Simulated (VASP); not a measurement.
# MgO (Periclase) (Fm-3m) in VASP: a series of runs

The runs below take MgO (Periclase) through single point, with PBE.

Program: VASP 6.6.1. These are calculated values, not measurements. Logs are shortened: lines on timing, memory, paths and dates and some standing lists are left out, and cuts for length are marked.

### Step 1. The cell of the first run

It takes space group Fm-3m (No. 225, cubic). The conventional cell has a = 4.204 Å, b = 4.204 Å, c = 4.204 Å, α = 90.00°, β = 90.00°, γ = 90.00°. Mg (site symmetry m-3m) has 6 O at 2.10 Å within 2.8 Å. O (site symmetry m-3m) has 6 Mg at 2.10 Å within 2.8 Å.

### Step 2. Single point, PBE

INCAR

```
SYSTEM = MgO
PREC     = Accurate       ! precision mode
ENCUT    = 520            ! plane-wave cutoff, eV
EDIFF    = 1E-7           ! SCF threshold, eV
ISMEAR   = 0              ! smearing method
SIGMA    = 0.01           ! smearing width, eV
LREAL    = .False.        ! projectors in reciprocal space
LASPH    = .True.         ! aspherical terms in the spheres
NELM     = 80             ! most SCF steps
ALGO     = Normal         ! electronic algorithm
ISIF     = 2              ! what is computed and relaxed
LWAVE    = .False.        ! write WAVECAR
LCHARG   = .False.        ! write CHGCAR
GGA      = PE             ! functional
NBANDS   = 11             ! bands
```

KPOINTS

```
Automatic mesh
0
Gamma
  6 6 6
  0 0 0
```

POSCAR

```
MgO
1.0
    0.0000000000      2.1021680262      2.1021680262
    2.1021680262      0.0000000000      2.1021680262
    2.1021680262      2.1021680262      0.0000000000
Mg O
1 1
Direct
    0.0000000000      0.0000000000      0.0000000000
    0.5000000000      0.5000000000      0.5000000000
```

Potentials or basis: VASP PAW PBE potentials, release 64 (Mg, O).

The run is started by

```bash
$ cat potpaw_PBE.64/Mg/POTCAR potpaw_PBE.64/O/POTCAR > POTCAR
$ mpirun -np 1 vasp_std > vasp.out
```

OUTCAR:

```text
SYSTEM = MgO
   PREC = Accurate
   ENCUT = 520
   EDIFF = 1E-7
   ISMEAR = 0
   LREAL = .False.
   LASPH = .True.
   NELM = 80
   ISIF = 2
   GGA = PE

 ion  position               nearest neighbor table
   1  0.000  0.000  0.000-   2 2.10   2 2.10   2 2.10   2 2.10   2 2.10   2 2.10
   2  0.500  0.500  0.500-   1 2.10   1 2.10   1 2.10   1 2.10   1 2.10   1 2.10

  LATTYP: Found a face centered cubic cell.
 ALAT       =     4.2043360524

  Lattice vectors:

 A1 = (   0.0000000000,   2.1021680262,   2.1021680262)
 A2 = (   2.1021680262,   0.0000000000,   2.1021680262)
 A3 = (   2.1021680262,   2.1021680262,   0.0000000000)

Analysis of symmetry for initial positions (statically):
=====================================================================
 Subroutine PRICEL returns:
 Original cell was already a primitive cell.

 Routine SETGRP: Setting up the symmetry group for a
 face centered cubic supercell.

 Subroutine GETGRP returns: Found 48 space group operations
 (whereof 48 operations were pure point group operations)
 out of a pool of 48 trial point group operations.

The static configuration has the point symmetry O_h .

Analysis of symmetry for dynamics (positions and initial velocities):
=====================================================================
 Subroutine PRICEL returns:
 Original cell was already a primitive cell.

 Routine SETGRP: Setting up the symmetry group for a
 face centered cubic supercell.

 Subroutine GETGRP returns: Found 48 space group operations
 (whereof 48 operations were pure point group operations)
 out of a pool of 48 trial point group operations.

The dynamic configuration has the point symmetry O_h .

 Subroutine INISYM returns: Found 48 space group operations
 (whereof 48 operations are pure point group operations),
 and found     1 'primitive' translations

----------------------------------------------------------------------------------------

                                     Primitive cell

  volume of cell :      18.5794

  direct lattice vectors                    reciprocal lattice vectors
     0.000000000  2.102168026  2.102168026    -0.237849684  0.237849684  0.237849684
     2.102168026  0.000000000  2.102168026     0.237849684 -0.237849684  0.237849684
     2.102168026  2.102168026  0.000000000     0.237849684  0.237849684 -0.237849684

  length of vectors
     2.972914533  2.972914533  2.972914533     0.411967737  0.411967737  0.411967737

  position of ions in fractional coordinates (direct lattice)
     0.000000000  0.000000000  0.000000000
     0.500000000  0.500000000  0.500000000

  ion indices of the primitive-cell ions
   primitive index   ion index
                 1           1
                 2           2

----------------------------------------------------------------------------------------

 KPOINTS: Automatic mesh

Automatic generation of k-mesh.
 Grid dimensions read from file:
 generate k-points for:    6    6    6

 Generating k-lattice:

  Cartesian coordinates                     Fractional coordinates (reciprocal lattice)
    -0.039641614  0.039641614  0.039641614     0.166666667  0.000000000  0.000000000
     0.039641614 -0.039641614  0.039641614     0.000000000  0.166666667  0.000000000
     0.039641614  0.039641614 -0.039641614     0.000000000  0.000000000  0.166666667

  Length of vectors
     0.068661289  0.068661289  0.068661289

  Shift w.r.t. Gamma in fractional coordinates (k-lattice)
     0.000000000  0.000000000  0.000000000

 Subroutine IBZKPT returns following result:
 ===========================================

 Found     16 irreducible k-points:

 Following reciprocal coordinates:
            Coordinates               Weight
  0.000000  0.000000  0.000000      1.000000
  0.166667  0.000000  0.000000      8.000000
  0.333333  0.000000  0.000000      8.000000
  0.500000  0.000000  0.000000      4.000000
  0.166667  0.166667  0.000000      6.000000
  0.333333  0.166667  0.000000     24.000000
[... 8 lines left out ...]
 -0.333333  0.333333  0.166667     24.000000
 -0.333333  0.500000  0.166667     12.000000
   k-points           NKPTS =     16   k-points in BZ     NKDIM =     16   number of bands    NBANDS=     11
   number of dos      NEDOS =    301   number of ions     NIONS =      2
   total plane-waves  NPLWV =  13824
   dimension x,y,z NGX =    24 NGY =   24 NGZ =   24
   dimension x,y,z NGXF=    48 NGYF=   48 NGZF=   48
   ions per type =               1   1
   NGX,Y,Z   is equivalent  to a cutoff of  13.42, 13.42, 13.42 a.u.
   NGXF,Y,Z  is equivalent  to a cutoff of  26.84, 26.84, 26.84 a.u.
 SYSTEM =  MgO
   PREC   = accura    normal or accurate (medium, high low for compatibility)
   ISTART =      0    job   : 0-new  1-cont  2-samecut
   ICHARG =      2    charge: 1-file 2-atom 10-const
   ISPIN  =      1    spin polarized calculation?
   LNONCOLLINEAR =      F non collinear calculations
   LSORBIT =      F    spin-orbit coupling
   LASPH  =      T    aspherical Exc in radial PAW
   ENCUT  =  520.0 eV  38.22 Ry    6.18 a.u.   5.53  5.53  5.53*2*pi/ulx,y,z
   NELM   =     80;   NELMIN=  2; NELMDL= -5     # of ELM steps
   EDIFF  = 0.1E-06   stopping-criterion for ELM
   LREAL  =      F    real-space projection
   EDIFFG = 0.1E-05   stopping-criterion for IOM
   NSW    =      0    number of steps for IOM
   IBRION =     -1    ionic relax: 0-MD 1-quasi-New 2-CG
   NFREE  =      0    steps in history (QN), initial steepest desc. (CG)
   ISIF   =      2    stress and relaxation
   ISYM   =      2    0-nonsym 1-usesym 2-fastsym
   POTIM  = 0.5000    time-step for ionic-motion
   TEBEG  =    0.0;   TEEND  =   0.0 temperature during run
   PSTRESS=    0.0 pullay stress
   NELECT =       8.0000    total number of electrons
   NUPDOWN=      -1.0000    fix difference up-down
   EMIN   =  10.00;   EMAX   =-10.00  energy-range for DOS
   EFERMI =   0.00;   METHOD = LEGACY
   ISMEAR =     0;   SIGMA  =   0.01  broadening in eV -4-tet -1-fermi 0-gaus
   EFERMI_NEDOS =   21; number of points for ismear=-14 and -15
   IALGO  =     38    algorithm
   IMIX   =      4    mixing-type and parameters
     AMIX     =   0.40;   BMIX     =  1.00
     AMIX_MAG =   1.60;   BMIX_MAG =  1.00
  volume/ion in A,a.u.               =       9.29        62.69
  Fermi-wavevector in a.u.,A,eV,Ry     =   1.236215  2.336108 20.792804  1.528228
  Thomas-Fermi vector in A             =   2.370833
   LORBIT       =      0    0 simple, 1 ext, 2 COOP (PROOUT), +10 PAW based schemes
   GGA     = PE    functional components
   LHFCALC =     F    Hartree Fock is set to
   AEXX    =    0.0000 exact exchange contribution
   IVDW    =     0    specifies the selected vdW correction
   LEPSILON=     F    determine dielectric tensor
   LRPA    =     F    only Hartree local field effects (RPA)
 non-spin polarized calculation
 Gauss-broadening in eV      SIGMA  =   0.01
  energy-cutoff  :      520.00
  volume of cell :       18.58
 maximum number of plane-waves:       531
 NGX is ok and might be reduce to    24
   NGX = 11   NGY = 11   NGZ = 11

 number of electron       8.0000004 magnetization

 Free energy of the ion-electron system (eV)
  ---------------------------------------------------
  ext. energy  EPLUGINS =         0.00000000
  ---------------------------------------------------
  free energy    TOTEN  =       -11.90221119 eV

  energy without entropy =      -11.90221119  energy(sigma->0) =      -11.90221119

 E-fermi :   3.2928     XC(G=0): -11.1046

 val. band max:        3.2290432753   @ k =   0.0000   0.0000   0.0000
 cond. band min:       8.0089849065   @ k =   0.0000   0.0000   0.0000
 fundamental gap:      4.7799416312
 Fermi energy:         3.2928272179

 k-point     1 :       0.0000    0.0000    0.0000
  band No.  band energies     occupation
      1     -14.0629      2.00000
      2       3.2290      2.00000
      3       3.2290      2.00000
      4       3.2290      2.00000
      5       8.0090      0.00000
      6      19.0595      0.00000
      7      19.0595      0.00000
      8      19.0595      0.00000
      9      22.9909      0.00000
     10      24.7715      0.00000
     11      24.7715      0.00000

 k-point     2 :       0.1667    0.0000    0.0000
  band No.  band energies     occupation
      1     -13.7771      2.00000
      2       1.7154      2.00000
      3       3.0531      2.00000
      4       3.0531      2.00000
      5       9.4313      0.00000
      6      16.7283      0.00000
      7      19.6379      0.00000
      8      19.6379      0.00000
      9      23.4972      0.00000
     10      23.4972      0.00000
     11      25.5990      0.00000

 k-point     3 :       0.3333    0.0000    0.0000
  band No.  band energies     occupation
      1     -13.1341      2.00000
      2      -0.4575      2.00000
      3       2.7243      2.00000
      4       2.7243      2.00000
      5      10.9398      0.00000
      6      15.5976      0.00000
      7      19.8583      0.00000
      8      19.8583      0.00000
      9      24.1929      0.00000
     10      24.1929      0.00000
     11      24.7504      0.00000

 k-point     4 :       0.5000    0.0000    0.0000
  band No.  band energies     occupation
      1     -12.7646      2.00000
      2      -1.4116      2.00000
      3       2.5698      2.00000
      4       2.5698      2.00000
      5      11.1605      0.00000
      6      15.8987      0.00000
      7      19.5960      0.00000
      8      19.5960      0.00000
      9      24.2034      0.00000
     10      25.8014      0.00000
     11      25.8014      0.00000
[... 127 lines left out ...]
 k-point    14 :       0.5000    0.3333    0.1667
  band No.  band energies     occupation
      1     -12.7589      2.00000
      2      -0.3269      2.00000
      3       1.3675      2.00000
      4       2.2056      2.00000
      5      13.2880      0.00000
      6      14.3284      0.00000
      7      16.8461      0.00000
      8      20.4900      0.00000
      9      22.7544      0.00000
     10      26.1885      0.00000
     11      31.1834      0.00000

 k-point    15 :      -0.3333    0.3333    0.1667
  band No.  band energies     occupation
      1     -12.5329      2.00000
      2      -0.3768      2.00000
      3       0.7473      2.00000
      4       1.9548      2.00000
      5      13.8379      0.00000
      6      15.2228      0.00000
      7      16.0246      0.00000
      8      19.7952      0.00000
      9      24.0805      0.00000
     10      25.3119      0.00000
     11      31.0499      0.00000

 k-point    16 :      -0.3333    0.5000    0.1667
  band No.  band energies     occupation
      1     -12.4640      2.00000
      2      -0.3494      2.00000
      3       0.9748      2.00000
      4       1.5513      2.00000
      5      13.8021      0.00000
      6      14.7078      0.00000
      7      15.7571      0.00000
      8      19.8022      0.00000
      9      23.4918      0.00000
     10      27.9560      0.00000
     11      29.5163      0.00000

------------------------ aborting loop because EDIFF is reached ----------------------------------------

  FORCE on cell =-STRESS in cart. coord.  units (eV):
  Direction    XX          YY          ZZ          XY          YZ          ZX
  --------------------------------------------------------------------------------------
  -------------------------------------------------------------------------------------
  Total        0.5681532      0.5681532      0.5681532      0.0000000      0.0000000      0.0000000
  in kB       48.9941016     48.9941016     48.9941016      0.0000000      0.0000000      0.0000000
  external PRESSURE =      48.9941016 kB  Pullay stress =       0.0000000 kB

 VOLUME and BASIS-vectors are now :
 -----------------------------------------------------------------------------
  energy-cutoff  :      520.00
  volume of cell :       18.58
      direct lattice vectors                 reciprocal lattice vectors
     0.000000000  2.102168026  2.102168026    -0.237849684  0.237849684  0.237849684
     2.102168026  0.000000000  2.102168026     0.237849684 -0.237849684  0.237849684
     2.102168026  2.102168026  0.000000000     0.237849684  0.237849684 -0.237849684

 POSITION                                       TOTAL-FORCE (eV/Angst)
 -----------------------------------------------------------------------------------
      0.00000      0.00000      0.00000        -0.000000     -0.000000      0.000000
      2.10217      2.10217      2.10217         0.000000      0.000000      0.000000
 -----------------------------------------------------------------------------------
    total drift:                               -0.000000     -0.000000      0.000000

  FREE ENERGIE OF THE ION-ELECTRON SYSTEM (eV)
  ---------------------------------------------------
  free  energy   TOTEN  =       -11.9022111905 eV

  energy  without entropy=      -11.9022111905  energy(sigma->0) =      -11.90221119
```

Wall time 8.5 s (1 thread of Intel Xeon 6975P-C, shared host); peak memory 0.14 GiB.

What came out:

* Free energy: -11.9022 eV
* Pressure: 4.9 GPa
* Band gap on the k mesh: 4.78 eV, direct

Caveat: the k points lie up to 0.43 Å⁻¹ apart.

### Step 3. Single point, PBE (volume changed by -5%)

INCAR

```
  PREC = Accurate
  ENCUT = 520
  EDIFF = 1E-7
  ISMEAR = 0
  SIGMA = 0.01
  LREAL = False
  LASPH = True
  NELM = 100
  ALGO = Normal
  ISIF = 2
  LWAVE = False
  LCHARG = True
  GGA = PE
  LELF = True
  LVHAR = True
  NBANDS = 11
```

KPOINTS

```
Automatic mesh
0
Gamma
  6 6 6
```

POSCAR

```
MgO
1.0
    0.0000000000      2.0665311751      2.0665311751
    2.0665311751      0.0000000000      2.0665311751
    2.0665311751      2.0665311751      0.0000000000
Mg O
1 1
Direct
    0.0000000000      0.0000000000      0.0000000000
    0.5000000000      0.5000000000      0.5000000000
```

Potentials or basis: VASP PAW PBE potentials, release 64 (Mg, O).

The run is started by

```bash
$ cat potpaw_PBE.64/Mg/POTCAR potpaw_PBE.64/O/POTCAR > POTCAR
$ mpirun -np 1 vasp_std > vasp.out
```

Wall time 7.1 s (1 thread of Intel Xeon 6975P-C, shared host); peak memory 0.14 GiB.

The run converged. Its results:

- Free energy: -11.8454 eV
- Pressure: 14.7 GPa
- Band gap on the k mesh: 5.30 eV, direct

Levels at points of the mesh, in eV from the valence-band top:
```tsv
k point	band 1	band 2	band 3	band 4	band 5	band 6	band 7	band 8	band 9
(0.00, 0.00, 0.00)	-17.57	0.00	0.00	0.00	5.30	16.12	16.12	16.12	20.19
(0.50, 0.00, 0.00)	-16.13	-4.87	-0.72	-0.72	8.26	13.26	16.90	16.90	21.77
(0.50, 0.50, 0.00)	-15.85	-4.32	-1.43	-1.43	9.18	10.60	13.72	19.86	19.86
```

Caveat: the k points lie up to 0.44 Å⁻¹ apart.
